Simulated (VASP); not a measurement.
# PbSe (P1) in VASP: single point with r2SCAN

Aim: the single point of PbSe with r2SCAN.

All numbers are computed with VASP 6.6.1; they aren't measurements. Logs are shortened: lines on timing, memory, paths and dates and some standing lists are left out, and cuts for length are marked.

## 1. The cell of the first run

The typed cell holds 2 atoms: a = 4.328 Å, b = 4.328 Å, c = 4.328 Å, α = 60.00°, β = 60.00°, γ = 60.00°.

## 2. Single point, r2SCAN (atoms moved at random)

The input, POSCAR:

```
PbSe
1.0
    0.0000000000      3.0606500000      3.0606500000
    3.0606500000      0.0000000000      3.0606500000
    3.0606500000      3.0606500000      0.0000000000
Pb Se
1 1
Direct
   -0.0446350000      0.0446420000      0.0044240000
    0.5189800000      0.4711180000      0.5186840000
```

The input, INCAR.step1:

```
  PREC = Accurate
  ENCUT = 550
  ISMEAR = -5
  SIGMA = 0.05
  LREAL = F
  LASPH = T
  NELM = 120
  NBANDS = 17
  GGA = PE
  ALGO = Normal
  EDIFF = 1E-5
  LWAVE = T
  LCHARG = F
  GGA_COMPAT = F
```

The input, INCAR.step2:

```
  PREC = Accurate
  ENCUT = 550
  EDIFF = 1E-6
  ISMEAR = -5
  SIGMA = 0.05
  LREAL = F
  LASPH = T
  NELM = 120
  ALGO = Normal
  ISIF = 2
  LWAVE = F
  LCHARG = F
  METAGGA = R2SCAN
  LMIXTAU = T
  NBANDS = 17
  ISTART = 1
  GGA_COMPAT = F
```

The input, KPOINTS:

```
Automatic mesh
0
Gamma
  8 8 8
```

Potentials or basis: VASP PAW PBE potentials, release 64 (Pb_d, Se).

Launch:

```bash
$ cat potpaw_PBE.64/Pb_d/POTCAR potpaw_PBE.64/Se/POTCAR > POTCAR
$ cp INCAR.step1 INCAR
$ mpirun -np 1 vasp_std > vasp.out
$ cp INCAR.step2 INCAR
$ mpirun -np 1 vasp_std > vasp.out
```

OUTCAR:

```text
PREC = Accurate
   ENCUT = 550
   EDIFF = 1E-6
   ISMEAR = -5
   LREAL = F
   LASPH = T
   NELM = 120
   ISIF = 2
   METAGGA = R2SCAN
   ISTART = 1

 ion  position               nearest neighbor table
   1  0.955  0.045  0.004-   2 2.83   2 2.89   2 3.05   2 3.11   2 3.25   2 3.30
   2  0.519  0.471  0.519-   1 2.83   1 2.89   1 3.05   1 3.11   1 3.25   1 3.30

  LATTYP: Found a face centered cubic cell.
 ALAT       =     6.1213000000

  Lattice vectors:

 A1 = (   0.0000000000,   3.0606500000,   3.0606500000)
 A2 = (   3.0606500000,   0.0000000000,   3.0606500000)
 A3 = (   3.0606500000,   3.0606500000,   0.0000000000)

Analysis of symmetry for initial positions (statically):
=====================================================================
 Subroutine PRICEL returns:
 Original cell was already a primitive cell.

 Routine SETGRP: Setting up the symmetry group for a
 face centered cubic supercell.

 Subroutine GETGRP returns: Found  1 space group operations
 (whereof  1 operations were pure point group operations)
 out of a pool of 48 trial point group operations.

The static configuration has the point symmetry C_1 .

Analysis of symmetry for dynamics (positions and initial velocities):
=====================================================================
 Subroutine PRICEL returns:
 Original cell was already a primitive cell.

 Routine SETGRP: Setting up the symmetry group for a
 face centered cubic supercell.

 Subroutine GETGRP returns: Found  1 space group operations
 (whereof  1 operations were pure point group operations)
 out of a pool of 48 trial point group operations.

The dynamic configuration has the point symmetry C_1 .

 Subroutine INISYM returns: Found  1 space group operations
 (whereof  1 operations are pure point group operations),
 and found     1 'primitive' translations

----------------------------------------------------------------------------------------

                                     Primitive cell

  volume of cell :      57.3418

  direct lattice vectors                    reciprocal lattice vectors
     0.000000000  3.060650000  3.060650000    -0.163363991  0.163363991  0.163363991
     3.060650000  0.000000000  3.060650000     0.163363991 -0.163363991  0.163363991
     3.060650000  3.060650000  0.000000000     0.163363991  0.163363991 -0.163363991

  length of vectors
     4.328412740  4.328412740  4.328412740     0.282954733  0.282954733  0.282954733

  position of ions in fractional coordinates (direct lattice)
     0.955365000  0.044642000  0.004424000
     0.518980000  0.471118000  0.518684000

  ion indices of the primitive-cell ions
   primitive index   ion index
                 1           1
                 2           2

----------------------------------------------------------------------------------------

 KPOINTS: Automatic mesh

Automatic generation of k-mesh.
 Grid dimensions read from file:
 generate k-points for:    8    8    8

 Generating k-lattice:

  Cartesian coordinates                     Fractional coordinates (reciprocal lattice)
    -0.020420499  0.020420499  0.020420499     0.125000000  0.000000000  0.000000000
     0.020420499 -0.020420499  0.020420499     0.000000000  0.125000000  0.000000000
     0.020420499  0.020420499 -0.020420499     0.000000000  0.000000000  0.125000000

  Length of vectors
     0.035369342  0.035369342  0.035369342

  Shift w.r.t. Gamma in fractional coordinates (k-lattice)
     0.000000000  0.000000000  0.000000000

 TETIRR: Found   1536 inequivalent tetrahedra from     3072

 Subroutine IBZKPT returns following result:
 ===========================================

 Found    260 irreducible k-points:

 Following reciprocal coordinates:
            Coordinates               Weight
  0.000000  0.000000  0.000000      1.000000
  0.125000  0.000000  0.000000      2.000000
  0.000000  0.125000  0.000000      2.000000
  0.000000  0.000000  0.125000      2.000000
  0.125000  0.125000  0.125000      2.000000
  0.250000  0.000000  0.000000      2.000000
[... 16 lines left out ...]
  0.125000  0.000000  0.250000      2.000000
  0.125000  0.125000 -0.125000      2.000000
 [... further k-points ...]
   k-points           NKPTS =    260   k-points in BZ     NKDIM =    260   number of bands    NBANDS=     17
   number of dos      NEDOS =    301   number of ions     NIONS =      2
   total plane-waves  NPLWV =  46656
   dimension x,y,z NGX =    36 NGY =   36 NGZ =   36
   dimension x,y,z NGXF=    72 NGYF=   72 NGZF=   72
   ions per type =               1   1
   NGX,Y,Z   is equivalent  to a cutoff of  13.83, 13.83, 13.83 a.u.
   NGXF,Y,Z  is equivalent  to a cutoff of  27.65, 27.65, 27.65 a.u.
 SYSTEM =  unknown system
   PREC   = accura    normal or accurate (medium, high low for compatibility)
   ISTART =      1    job   : 0-new  1-cont  2-samecut
   ICHARG =      0    charge: 1-file 2-atom 10-const
   ISPIN  =      1    spin polarized calculation?
   LNONCOLLINEAR =      F non collinear calculations
   LSORBIT =      F    spin-orbit coupling
   LASPH  =      T    aspherical Exc in radial PAW
   ENCUT  =  550.0 eV  40.42 Ry    6.36 a.u.   8.28  8.28  8.28*2*pi/ulx,y,z
   NELM   =    120;   NELMIN=  2; NELMDL=  0     # of ELM steps
   EDIFF  = 0.1E-05   stopping-criterion for ELM
   LREAL  =      F    real-space projection
   EDIFFG = 0.1E-04   stopping-criterion for IOM
   NSW    =      0    number of steps for IOM
   IBRION =     -1    ionic relax: 0-MD 1-quasi-New 2-CG
   NFREE  =      0    steps in history (QN), initial steepest desc. (CG)
   ISIF   =      2    stress and relaxation
   ISYM   =      2    0-nonsym 1-usesym 2-fastsym
   POTIM  = 0.5000    time-step for ionic-motion
   TEBEG  =    0.0;   TEEND  =   0.0 temperature during run
   PSTRESS=    0.0 pullay stress
   NELECT =      20.0000    total number of electrons
   NUPDOWN=      -1.0000    fix difference up-down
   EMIN   =  10.00;   EMAX   =-10.00  energy-range for DOS
   EFERMI =   0.00;   METHOD = LEGACY
   ISMEAR =    -5;   SIGMA  =   0.05  broadening in eV -4-tet -1-fermi 0-gaus
   EFERMI_NEDOS =   21; number of points for ismear=-14 and -15
   IALGO  =     38    algorithm
   IMIX   =      4    mixing-type and parameters
     AMIX     =   0.40;   BMIX     =  1.00
     AMIX_MAG =   1.60;   BMIX_MAG =  1.00
  volume/ion in A,a.u.               =      28.67       193.48
  Fermi-wavevector in a.u.,A,eV,Ry     =   1.152377  2.177676 18.068159  1.327972
  Thomas-Fermi vector in A             =   2.289028
   LORBIT       =      0    0 simple, 1 ext, 2 COOP (PROOUT), +10 PAW based schemes
   METAGGA = R2SCAN    functional components
   LHFCALC =     F    Hartree Fock is set to
   AEXX    =    0.0000 exact exchange contribution
   IVDW    =     0    specifies the selected vdW correction
   LEPSILON=     F    determine dielectric tensor
   LRPA    =     F    only Hartree local field effects (RPA)
 non-spin polarized calculation
 Fermi weights with tetrahedron method with Bloechl corrections
  energy-cutoff  :      550.00
  volume of cell :       57.34
 maximum number of plane-waves:      1700
 NGX is ok and might be reduce to    36
   NGX = 17   NGY = 17   NGZ = 17

 number of electron      20.0000000 magnetization

 Free energy of the ion-electron system (eV)
  ---------------------------------------------------
  ext. energy  EPLUGINS =         0.00000000
  ---------------------------------------------------
  free energy    TOTEN  =       -71.88802596 eV

  energy without entropy =      -71.88802596  energy(sigma->0) =      -71.88802596

 E-fermi :   4.9165     XC(G=0): -10.0484

 val. band max:        4.9022808029   @ k =   0.5000   0.5000   0.5000
 cond. band min:       5.6180490575   @ k =   0.5000   0.5000   0.5000
 fundamental gap:      0.7157682546
 Fermi energy:         4.9165494221

 k-point     1 :       0.0000    0.0000    0.0000
  band No.  band energies     occupation
      1     -12.5064      2.00000
      2     -12.5051      2.00000
      3     -12.5048      2.00000
      4     -12.4947      2.00000
      5     -12.4918      2.00000
      6      -9.3439      2.00000
[... 9 lines left out ...]
     16      12.3875      0.00000
     17      13.5553      0.00000

 k-point     2 :       0.1250    0.0000    0.0000
  band No.  band energies     occupation
      1     -12.5117      2.00000
      2     -12.5081      2.00000
      3     -12.5022      2.00000
      4     -12.4906      2.00000
      5     -12.4889      2.00000
      6      -9.2223      2.00000
[... 9 lines left out ...]
     16      12.5013      0.00000
     17      14.6585      0.00000

 k-point     3 :       0.0000    0.1250    0.0000
  band No.  band energies     occupation
      1     -12.5107      2.00000
      2     -12.5080      2.00000
      3     -12.5034      2.00000
      4     -12.4907      2.00000
      5     -12.4884      2.00000
      6      -9.2247      2.00000
[... 9 lines left out ...]
     16      12.4696      0.00000
     17      14.6432      0.00000

 k-point     4 :       0.0000    0.0000    0.1250
  band No.  band energies     occupation
      1     -12.5139      2.00000
      2     -12.5081      2.00000
      3     -12.5001      2.00000
      4     -12.4930      2.00000
      5     -12.4873      2.00000
      6      -9.2154      2.00000
[... 9 lines left out ...]
     16      12.4633      0.00000
     17      14.7085      0.00000
[... 343 lines left out ...]
      1     -12.5344      2.00000
      2     -12.5073      2.00000
      3     -12.5020      2.00000
      4     -12.4846      2.00000
      5     -12.4756      2.00000
      6      -8.9152      2.00000
[... 9 lines left out ...]
     16      13.8767      0.00000
     17      15.5605      0.00000

 k-point    23 :       0.1250    0.0000    0.2500
  band No.  band energies     occupation
      1     -12.5401      2.00000
      2     -12.5074      2.00000
      3     -12.5025      2.00000
      4     -12.4826      2.00000
      5     -12.4737      2.00000
      6      -8.8878      2.00000
[... 9 lines left out ...]
     16      13.8150      0.00000
     17      15.6274      0.00000

 k-point    24 :       0.1250    0.1250   -0.1250
  band No.  band energies     occupation
      1     -12.5374      2.00000
      2     -12.5086      2.00000
      3     -12.4928      2.00000
      4     -12.4862      2.00000
      5     -12.4807      2.00000
      6      -8.9019      2.00000
[... 9 lines left out ...]
     16      13.7574      0.00000
     17      15.5358      0.00000

 [... further k-points ...]

------------------------ aborting loop because EDIFF is reached ----------------------------------------

  FORCE on cell =-STRESS in cart. coord.  units (eV):
  Direction    XX          YY          ZZ          XY          YZ          ZX
  --------------------------------------------------------------------------------------
  -------------------------------------------------------------------------------------
  Total        1.0744227      1.4402304      0.5983305     -0.0888010     -0.0151071      0.0117899
  in kB       30.0202805     40.2412589     16.7178619     -2.4811753     -0.4221054      0.3294191
  external PRESSURE =      28.9931338 kB  Pullay stress =       0.0000000 kB

 VOLUME and BASIS-vectors are now :
 -----------------------------------------------------------------------------
  energy-cutoff  :      550.00
  volume of cell :       57.34
      direct lattice vectors                 reciprocal lattice vectors
     0.000000000  3.060650000  3.060650000    -0.163363991  0.163363991  0.163363991
     3.060650000  0.000000000  3.060650000     0.163363991 -0.163363991  0.163363991
     3.060650000  3.060650000  0.000000000     0.163363991  0.163363991 -0.163363991

 POSITION                                       TOTAL-FORCE (eV/Angst)
 -----------------------------------------------------------------------------------
      0.15017      2.93758      3.06067        -0.234253      0.346508     -0.031732
      3.02944      3.17593      3.03034         0.234253     -0.346508      0.031732
 -----------------------------------------------------------------------------------
    total drift:                                0.000864     -0.001136      0.000145

  FREE ENERGIE OF THE ION-ELECTRON SYSTEM (eV)
  ---------------------------------------------------
  free  energy   TOTEN  =       -71.8880259645 eV

  energy  without entropy=      -71.8880259645  energy(sigma->0) =      -71.88802596
```

Wall time 23 min (1 thread of Oxide Virtual Turin-like, shared host); peak memory 0.4 GiB.

Results:

```
Free energy            : -71.8880 eV
Pressure               : 2.9 GPa
Largest force          : 0.419 eV/Å
Band gap on the k mesh : 0.72 eV
```

Forces in eV/Å, atoms in the order of the input:
```
Pb  -0.234  0.347 -0.032
Se   0.234 -0.347  0.032
```

Caveat: the cell differs from its parent crystal (atoms moved at random); the PAW data sets were made with another functional, which shifts forces and pressure a little; spin-orbit coupling is left out, which moves the levels of the heavy elements. A k mesh can miss the band edges.
